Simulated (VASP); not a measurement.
# Zn (Fm-3m) in VASP: settings compared, part 2 of 2

VASP 6.6.1.

## (3) Single point, RPBE+D3(BJ) (13.96 Å³/atom)

This run uses another cell than the first one, of 13.96 Å³/atom.

Contents of INCAR:

```
SYSTEM = Zn
PREC = Accurate
ENCUT = 500
EDIFF = 1E-6
ISMEAR = -1
SIGMA = 0.01
LREAL = .False.
LASPH = .True.
NELM = 120
ALGO = Normal
ISIF = 2
LWAVE = .False.
LCHARG = .False.
GGA = RP
IVDW = 12
NBANDS = 12
GGA_COMPAT = .False.
```

Contents of KPOINTS:

```
Automatic mesh
0
Gamma
  12 12 12
  0 0 0
```

Contents of POSCAR:

```
Zn
1.0
    0.0000000000      1.9109191850      1.9109191850
    1.9109191850      0.0000000000      1.9109191850
    1.9109191850      1.9109191850      0.0000000000
Zn
1
Direct
    0.0000000000      0.0000000000      0.0000000000
```

Potentials or basis: VASP PAW PBE potentials, release 64 (Zn).

Launch:

```console
> cat potpaw_PBE.64/Zn/POTCAR > POTCAR
> mpirun -np 1 vasp_std > vasp.out
```

OUTCAR:

```text
SYSTEM = Zn
   PREC = Accurate
   ENCUT = 500
   EDIFF = 1E-6
   ISMEAR = -1
   LREAL = .False.
   LASPH = .True.
   NELM = 120
   ISIF = 2
   GGA = RP
   IVDW = 12
 IVDW          = 12

 ion  position               nearest neighbor table
   1  0.000  0.000  0.000-

  LATTYP: Found a face centered cubic cell.
 ALAT       =     3.8218383700

  Lattice vectors:

 A1 = (   0.0000000000,   1.9109191850,   1.9109191850)
 A2 = (   1.9109191850,   0.0000000000,   1.9109191850)
 A3 = (   1.9109191850,   1.9109191850,   0.0000000000)

Analysis of symmetry for initial positions (statically):
=====================================================================
 Subroutine PRICEL returns:
 Original cell was already a primitive cell.

 Routine SETGRP: Setting up the symmetry group for a
 face centered cubic supercell.

 Subroutine GETGRP returns: Found 48 space group operations
 (whereof 48 operations were pure point group operations)
 out of a pool of 48 trial point group operations.

The static configuration has the point symmetry O_h .

Analysis of symmetry for dynamics (positions and initial velocities):
=====================================================================
 Subroutine PRICEL returns:
 Original cell was already a primitive cell.

 Routine SETGRP: Setting up the symmetry group for a
 face centered cubic supercell.

 Subroutine GETGRP returns: Found 48 space group operations
 (whereof 48 operations were pure point group operations)
 out of a pool of 48 trial point group operations.

The dynamic configuration has the point symmetry O_h .

 Subroutine INISYM returns: Found 48 space group operations
 (whereof 48 operations are pure point group operations),
 and found     1 'primitive' translations

----------------------------------------------------------------------------------------

                                     Primitive cell

  volume of cell :      13.9559

  direct lattice vectors                    reciprocal lattice vectors
     0.000000000  1.910919185  1.910919185    -0.261654184  0.261654184  0.261654184
     1.910919185  0.000000000  1.910919185     0.261654184 -0.261654184  0.261654184
     1.910919185  1.910919185  0.000000000     0.261654184  0.261654184 -0.261654184

  length of vectors
     2.702447828  2.702447828  2.702447828     0.453198341  0.453198341  0.453198341

  position of ions in fractional coordinates (direct lattice)
     0.000000000  0.000000000  0.000000000

  ion indices of the primitive-cell ions
   primitive index   ion index
                 1           1

----------------------------------------------------------------------------------------

 KPOINTS: Automatic mesh

Automatic generation of k-mesh.
 Grid dimensions read from file:
 generate k-points for:   12   12   12

 Generating k-lattice:

  Cartesian coordinates                     Fractional coordinates (reciprocal lattice)
    -0.021804515  0.021804515  0.021804515     0.083333333  0.000000000  0.000000000
     0.021804515 -0.021804515  0.021804515     0.000000000  0.083333333  0.000000000
     0.021804515  0.021804515 -0.021804515     0.000000000  0.000000000  0.083333333

  Length of vectors
     0.037766528  0.037766528  0.037766528

  Shift w.r.t. Gamma in fractional coordinates (k-lattice)
     0.000000000  0.000000000  0.000000000

 Subroutine IBZKPT returns following result:
 ===========================================

 Found     72 irreducible k-points:

 Following reciprocal coordinates:
            Coordinates               Weight
  0.000000  0.000000  0.000000      1.000000
  0.083333  0.000000  0.000000      8.000000
  0.166667  0.000000  0.000000      8.000000
  0.250000  0.000000  0.000000      8.000000
  0.333333  0.000000  0.000000      8.000000
  0.416667  0.000000  0.000000      8.000000
[... 16 lines left out ...]
  0.500000  0.166667  0.000000     24.000000
 -0.416667  0.166667  0.000000     24.000000
 [... further k-points ...]
   k-points           NKPTS =     72   k-points in BZ     NKDIM =     72   number of bands    NBANDS=     12
   number of dos      NEDOS =    301   number of ions     NIONS =      1
   total plane-waves  NPLWV =   8000
   dimension x,y,z NGX =    20 NGY =   20 NGZ =   20
   dimension x,y,z NGXF=    40 NGYF=   40 NGZF=   40
   ions per type =               1
   NGX,Y,Z   is equivalent  to a cutoff of  12.30, 12.30, 12.30 a.u.
   NGXF,Y,Z  is equivalent  to a cutoff of  24.61, 24.61, 24.61 a.u.
 SYSTEM =  Zn
   PREC   = accura    normal or accurate (medium, high low for compatibility)
   ISTART =      0    job   : 0-new  1-cont  2-samecut
   ICHARG =      2    charge: 1-file 2-atom 10-const
   ISPIN  =      1    spin polarized calculation?
   LNONCOLLINEAR =      F non collinear calculations
   LSORBIT =      F    spin-orbit coupling
   LASPH  =      T    aspherical Exc in radial PAW
   ENCUT  =  500.0 eV  36.75 Ry    6.06 a.u.   4.93  4.93  4.93*2*pi/ulx,y,z
   NELM   =    120;   NELMIN=  2; NELMDL= -5     # of ELM steps
   EDIFF  = 0.1E-05   stopping-criterion for ELM
   LREAL  =      F    real-space projection
   EDIFFG = 0.1E-04   stopping-criterion for IOM
   NSW    =      0    number of steps for IOM
   IBRION =     -1    ionic relax: 0-MD 1-quasi-New 2-CG
   NFREE  =      0    steps in history (QN), initial steepest desc. (CG)
   ISIF   =      2    stress and relaxation
   ISYM   =      2    0-nonsym 1-usesym 2-fastsym
   POTIM  = 0.5000    time-step for ionic-motion
   TEBEG  =    0.0;   TEEND  =   0.0 temperature during run
   PSTRESS=    0.0 pullay stress
   NELECT =      12.0000    total number of electrons
   NUPDOWN=      -1.0000    fix difference up-down
   EMIN   =  10.00;   EMAX   =-10.00  energy-range for DOS
   EFERMI =   0.00;   METHOD = LEGACY
   ISMEAR =    -1;   SIGMA  =   0.01  broadening in eV -4-tet -1-fermi 0-gaus
   EFERMI_NEDOS =   21; number of points for ismear=-14 and -15
   IALGO  =     38    algorithm
   IMIX   =      4    mixing-type and parameters
     AMIX     =   0.40;   BMIX     =  1.00
     AMIX_MAG =   1.60;   BMIX_MAG =  1.00
  volume/ion in A,a.u.               =      13.96        94.18
  Fermi-wavevector in a.u.,A,eV,Ry     =   1.556741  2.941813 32.972922  2.423441
  Thomas-Fermi vector in A             =   2.660492
   LORBIT       =      0    0 simple, 1 ext, 2 COOP (PROOUT), +10 PAW based schemes
   GGA     = RP    functional components
   LHFCALC =     F    Hartree Fock is set to
   AEXX    =    0.0000 exact exchange contribution
   IVDW    =    12    specifies the selected vdW correction
   LEPSILON=     F    determine dielectric tensor
   LRPA    =     F    only Hartree local field effects (RPA)
 non-spin polarized calculation
  energy-cutoff  :      500.00
  volume of cell :       13.96
 maximum number of plane-waves:       366
   NGX =  9   NGY =  9   NGZ =  9

 number of electron      12.0000016 magnetization

 Free energy of the ion-electron system (eV)
  ---------------------------------------------------
  ext. energy  EPLUGINS =         0.00000000
  ---------------------------------------------------
  free energy    TOTEN  =        -0.65600453 eV

  energy without entropy =       -0.65576997  energy(sigma->0) =       -0.65588725

 E-fermi :   3.7670     XC(G=0): -11.8883

 val. band max:        3.7616860718   @ k =  -0.4167   0.2500   0.0000
 cond. band min:       3.9426824485   @ k =  -0.4167   0.0833   0.0000
 fundamental gap:      0.1809963767
 Fermi energy:         3.7669504130

 k-point     1 :       0.0000    0.0000    0.0000
  band No.  band energies     occupation
      1      -7.1881      2.00000
      2      -4.0085      2.00000
      3      -4.0085      2.00000
      4      -4.0085      2.00000
      5      -3.5653      2.00000
      6      -3.5653      2.00000
      7      23.3007      0.00000
      8      23.3793      0.00000
      9      23.3793      0.00000
     10      23.3793      0.00000
     11      25.9607      0.00000
     12      25.9607      0.00000
[... 331 lines left out ...]
 k-point    24 :      -0.4167    0.1667    0.0000
  band No.  band energies     occupation
      1      -4.6248      2.00000
      2      -4.1203      2.00000
      3      -3.8502      2.00000
      4      -3.6327      2.00000
      5      -3.2900      2.00000
      6       1.3636      2.00000
      7       3.5774      2.00000
      8      13.8238      0.00000
      9      17.7637      0.00000
     10      19.9812      0.00000
     11      27.4666      0.00000
     12      28.5704      0.00000

 [... further k-points ...]

------------------------ aborting loop because EDIFF is reached ----------------------------------------

 Edisp (eV)   -2.11303

 E8    (eV) :    -1.3378

  FORCE on cell =-STRESS in cart. coord.  units (eV):
  Direction    XX          YY          ZZ          XY          YZ          ZX
  --------------------------------------------------------------------------------------
  -------------------------------------------------------------------------------------
  Total      -1.43165    -1.43165    -1.43165    -0.00000    -0.00000     0.00000
  in kB    -164.35753  -164.35753  -164.35753    -0.00000    -0.00000     0.00000
  external pressure =     -164.36 kB  Pullay stress =        0.00 kB

 VOLUME and BASIS-vectors are now :
 -----------------------------------------------------------------------------
  energy-cutoff  :      500.00
  volume of cell :       13.96
      direct lattice vectors                 reciprocal lattice vectors
     0.000000000  1.910919185  1.910919185    -0.261654184  0.261654184  0.261654184
     1.910919185  0.000000000  1.910919185     0.261654184 -0.261654184  0.261654184
     1.910919185  1.910919185  0.000000000     0.261654184  0.261654184 -0.261654184

 POSITION                                       TOTAL-FORCE (eV/Angst)
 -----------------------------------------------------------------------------------
      0.00000      0.00000      0.00000         0.000000     -0.000000     -0.000000
 -----------------------------------------------------------------------------------
    total drift:                                0.000000     -0.000000      0.000000

  FREE ENERGIE OF THE ION-ELECTRON SYSTEM (eV)
  ---------------------------------------------------
  free  energy   TOTEN  =        -2.7690305254 eV

  energy  without entropy=       -2.7687959654  energy(sigma->0) =       -2.76891325
```

stdout:

```text
POSCAR found type information on POSCAR Zn
 POSCAR found :  1 types and       1 ions
 scaLAPACK will be used
 -----------------------------------------------------------------------------
|                                                                             |
|                                                                             |
|     You enforced a specific xc type in the INCAR file but a different       |
|     I HOPE YOU KNOW WHAT YOU ARE DOING!                                     |
|                                                                             |
 -----------------------------------------------------------------------------

 LDA part: xc-table for (Slater+PW92), standard interpolation
 POSCAR, INCAR and KPOINTS ok, starting setup
 FFT: planning ... GRIDC
 FFT: planning ... GRID_SOFT
 FFT: planning ... GRID
 WAVECAR not read
 entering main loop
```

It took 7.1 s on 1 thread of Intel Xeon Platinum 8124M at 3.00GHz (Skylake/Cascade Lake), shared host; peak memory 0.14 GiB.

What came out:

| Item | Value |
| --- | --- |
| Free energy | -2.7690 eV |
| Pressure | -16.4 GPa |
| Band gap on the k mesh | zero (bands 6 and 7 overlap by 3.51 eV) |
| Dispersion energy per atom | -2.113 eV |

Levels at points of the mesh, in eV from the Fermi level:
```
           k point  band 3  band 4  band 5  band 6  band 7  band 8  band 9  band 10
(0.00, 0.00, 0.00)   -7.78   -7.78   -7.33   -7.33   19.53   19.61   19.61    19.61
(0.50, 0.00, 0.00)   -7.78   -7.01   -7.01   -3.20   -1.12   16.42   16.42    18.01
(0.50, 0.50, 0.00)   -7.02   -6.92   -6.92   -1.14    2.16    8.98    8.98    12.67
```

Caveat: the cell stands under tension; the PAW data sets were made with another functional, which shifts forces and pressure a little.
